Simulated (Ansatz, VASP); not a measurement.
Two plane-wave programs on GaAs3

File INCAR:

```
SYSTEM = GaAs3
ALGO     = Normal         ! electronic algorithm
EDIFF    = 1E-6           ! SCF threshold, eV
EDIFFG   = -0.04          ! ionic threshold
ENCUT    = 600            ! plane-wave cutoff, eV
GGA      = PE             ! functional
IBRION   = 2              ! ionic algorithm
ISIF     = 3              ! what is computed and relaxed
ISMEAR   = 0              ! smearing method
LASPH    = .TRUE.         ! aspherical terms in the spheres
LCHARG   = .FALSE.        ! write CHGCAR
LREAL    = .FALSE.        ! projectors in reciprocal space
LWAVE    = .FALSE.        ! write WAVECAR
NELM     = 60             ! most SCF steps
NSW      = 90             ! ionic steps
PREC     = Accurate       ! precision mode
SIGMA    = 0.1            ! smearing width, eV
```

Contents of KPOINTS:

```
k-points
0
G
  3 3 4
  0 0 0
```

Contents of POSCAR:

```
GaAs3
1.0
    5.7784933900      0.0000000000      0.0000000000
   -2.8892467000      5.0043220800      0.0000000000
    0.0000000000      0.0000000000      5.3797156800
Ga As
2 6
Direct
    0.3333333300      0.6666666700      0.5000000000
    0.6666666700      0.3333333300      0.5000000000
    0.3108499900      0.0000000000      0.2228000000
    0.0000000000      0.3108499900      0.2228000000
    0.6891500100      0.6891500100      0.2228000000
    0.0000000000      0.6891500100      0.7772000000
    0.6891500100      0.0000000000      0.7772000000
    0.3108499900      0.3108499900      0.7772000000
```

Input for Ansatz:

```yaml
crystal:
  lattice:
    - [5.77849339, 0.0, 0.0]
    - [-2.8892467, 5.00432208, 0.0]
    - [0.0, 0.0, 5.37971568]
  atoms:
    - { symbol: Ga, position: [0.33333333, 0.66666667, 0.5] }
    - { symbol: Ga, position: [0.66666667, 0.33333333, 0.5] }
    - { symbol: As, position: [0.31084999, 0.0, 0.2228] }
    - { symbol: As, position: [0.0, 0.31084999, 0.2228] }
    - { symbol: As, position: [0.68915001, 0.68915001, 0.2228] }
    - { symbol: As, position: [0.0, 0.68915001, 0.7772] }
    - { symbol: As, position: [0.68915001, 0.0, 0.7772] }
    - { symbol: As, position: [0.31084999, 0.31084999, 0.7772] }
basis:
  ecutwfc: 420
kpoints:
  mp_grid: { grid: [3, 3, 4] }
hamiltonian:
  xc: pbe
scf:
  occupations: { method: gaussian, width: 0.1 }
  lower_state_search: "off"
output:
  forces: true
  stress: true
  eigenvalues: true
relax:
  adjacent_minimum: "off"
  f_tol: 0.04
  max_steps: 70
  cell: { stress_tol: 0.4 }
```

Change from the starting cell: species swapped into the Ag3O type (P-31m, No. 162).

Alike in both runs: task relaxation of cell and atoms; functional PBE; k mesh 3 × 3 × 4; occupations gaussian, width 0.1 eV; no spin polarisation.

```csv
,VASP,Ansatz
version,VASP 6.6.1,Ansatz 0.2.0
potentials or method,"VASP PAW PBE potentials, release 64 (Ga_d, As), cutoff 600 eV","scalar-relativistic, plane waves, PAW"
valence electrons in the cell,56,116
```

Ansatz gave:

| Property | Result |
| --- | --- |
| gap on the k mesh at the Fermi level, each at its own relaxed structure (eV) | none |
| relaxed volume (Å³/atom) | 23.21 |
| relaxed cell length with the largest relative difference (Å) | 6.607 |

Q: What did VASP give for the same quantities?

A: gap on the k mesh at the Fermi level, each at its own relaxed structure (eV): none; relaxed volume (Å³/atom): 23.14; relaxed cell length with the largest relative difference (Å): 6.599.

A gap of «none» marks a metal or a gap that the smearing closes. VASP's potentials hold 56 valence electrons a cell and Ansatz's 116, so a difference there can come from the potentials and not from the codes.

The k mesh is coarse, so the values compare programs but aren't converged. Noted on VASP's run: the volume moved by over 15 % at a fixed basis, so the end points are rough.
